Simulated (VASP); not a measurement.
Wanted: the native input for a VASP 6.6.1 run.

```yaml
Task: single point
Functional: PBEsol
Potentials_or_basis: VASP PAW PBE potentials, release 64 (Bi_d)
Cutoff: 520 eV
k_mesh: 8 × 8 × 8
Occupations: gaussian, width 0.1 eV
Spin: no spin polarisation
Dipole_correction: no
Further_INCAR_settings: ALGO = Normal; EDIFF = 1e-06; NBANDS = 14
```

The structure of Bi lies in POSCAR:

```
Bi
1.0
    0.0000000000      2.4702106607      2.4702106607
    2.4702106607      0.0000000000      2.4702106607
    2.4702106607      2.4702106607      0.0000000000
Bi
1
Direct
    0.0000000000      0.0000000000      0.0000000000
```

One way to write it, as run:

INCAR

```
ALGO = Normal
EDIFF = 1E-6
ENCUT = 520
GGA = PS
ISIF = 2
ISMEAR = 0
LASPH = T
LCHARG = F
LREAL = F
LWAVE = F
NBANDS = 14
NELM = 100
PREC = Accurate
SIGMA = 0.1
```

KPOINTS

```
k-points
0
Gamma
  8 8 8
```

Potentials or basis: VASP PAW PBE potentials, release 64 (Bi_d).

Run with:

```bash
$ cat potpaw_PBE.64/Bi_d/POTCAR > POTCAR
$ mpirun -np 1 vasp_std > vasp.out
```

Results of the run:

```json
{
  "Pressure": "-0.1 GPa"
}
```

Caveat: the PAW data sets were made with another functional, which shifts forces and pressure a little.

It took 5.8 s on 1 thread of Intel(R) Xeon(R) 6975P-C (Granite Rapids), with other jobs on the host, peak memory 0.15 GiB.
